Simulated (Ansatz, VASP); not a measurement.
**Two plane-wave programs on MgO**

File INCAR:

```
SYSTEM = MgO
PREC     = Accurate       ! precision mode
ENCUT    = 520            ! plane-wave cutoff, eV
EDIFF    = 1E-6           ! SCF threshold, eV
ISMEAR   = 0              ! smearing method
SIGMA    = 0.05           ! smearing width, eV
LREAL    = .FALSE.        ! projectors in reciprocal space
LASPH    = .TRUE.         ! aspherical terms in the spheres
NELM     = 60             ! most SCF steps
ALGO     = Normal         ! electronic algorithm
ISIF     = 2              ! what is computed and relaxed
LWAVE    = .FALSE.        ! write WAVECAR
LCHARG   = .TRUE.         ! write CHGCAR
GGA      = PE             ! functional
LELF     = .TRUE.         ! ELF
LVHAR    = .TRUE.       
NBANDS   = 11             ! bands
```

File KPOINTS:

```
regular mesh
0
G
  10 10 10
  0 0 0
```

The input POSCAR:

```
MgO
1.0
    0.0000000000      2.1351500000      2.1351500000
    2.1351500000      0.0000000000      2.1351500000
    2.1351500000      2.1351500000      0.0000000000
Mg O
1 1
Direct
    0.0000000000      0.0000000000      0.0000000000
    0.5175631689      0.5175631689      0.4824368311
```

Input for Ansatz:

```yaml
crystal:
  lattice:
    - [0.0, 2.13515, 2.13515]
    - [2.13515, 0.0, 2.13515]
    - [2.13515, 2.13515, 0.0]
  atoms:
    - { symbol: Mg, position: [0.0, 0.0, 0.0] }
    - { symbol: O, position: [0.5175631689, 0.5175631689, 0.4824368311] }
basis:
  ecutwfc: 420
kpoints:
  mp_grid: { grid: [10, 10, 10] }
hamiltonian:
  xc: pbe
scf:
  occupations: { method: gaussian, width: 0.05 }
output:
  forces: true
  stress: true
  eigenvalues: true
```

Change from the starting cell: all O atoms moved +0.075 Å, as atom 2 along Cartesian [0 0 1].

Alike in both runs: task single point; functional PBE; k mesh 10 × 10 × 10; occupations gaussian, width 0.05 eV; no spin polarisation.

```csv
,VASP,Ansatz
version,VASP 6.6.1,Ansatz 0.2.0
potentials or method,"VASP PAW PBE potentials, release 64 (Mg, O), cutoff 520 eV","scalar-relativistic, plane waves, PAW"
valence electrons in the cell,8,16
```

Ansatz gave:

```
gap on the k mesh at the Fermi level (eV)                     : 4.35
least direct gap on the mesh (eV)                             : 4.35
pressure (GPa)                                                : -1.2
traceless stress, the component that is largest in VASP (GPa) : 1.15
rms of the force components (eV/Å)                            : 0.201
```

**Question.** Estimate VASP's values.

**Answer.** gap on the k mesh at the Fermi level (eV): 4.33; least direct gap on the mesh (eV): 4.33; pressure (GPa): -2.0; traceless stress, the component that is largest in VASP (GPa): 1.16; rms of the force components (eV/Å): 0.204.

Atom by atom the forces differ by 0.003 eV/Å (rms over components). VASP's potentials hold 8 valence electrons a cell and Ansatz's 16, so a difference there can come from the potentials and not from the codes.
